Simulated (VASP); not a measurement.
SrTe:

```
Sr Te
1.0
     0.00000    3.45235    3.45235
     3.45235    0.00000    3.45235
     3.45235    3.45235    0.00000
Sr Te
1 1
Direct
  0.00000 0.00000 0.00000
  0.50000 0.50000 0.50000
```

```yaml
Program: VASP 6.6.1
Task: relaxation of cell and atoms
Functional: PBEsol
Potentials_or_basis: VASP PAW PBE potentials, release 64 (Sr_sv, Te)
Cutoff: 500 eV
k_mesh: 6 × 6 × 6
Occupations: fermi-dirac, width 0.03 eV
Spin: no spin polarisation
```

At the start: pressure -3.5 GPa; volume 41.15 Å³/atom.

Question: Where does the relaxation end?

Answer: Over 3 steps the energy falls by 60.1 meV/atom and the volume is 36.19 Å³/atom (-12.0 %); space group Fm-3m (No. 225, to 0.1 Å) before and after.

The path:
| step | energy change (eV) | largest force (eV/Å) | pressure (GPa) | volume (Å³) |
| --- | --- | --- | --- | --- |
| 1 | 0.0000 | 0.0000 | -3.48 | 82.30 |
| 2 | -0.1201 | 0.0000 | 0.15 | 72.10 |
| 3 | -0.1202 | 0.0000 | 0.00 | 72.39 |

Final structure:
```
Sr Te
1.0
     0.00000    3.30788    3.30788
     3.30788    0.00000    3.30788
     3.30788    3.30788    0.00000
Sr Te
1 1
Direct
  0.00000 0.00000 0.00000
  0.50000 0.50000 0.50000
```

Caveat: the PAW data sets were made with another functional, which shifts forces and pressure a little.
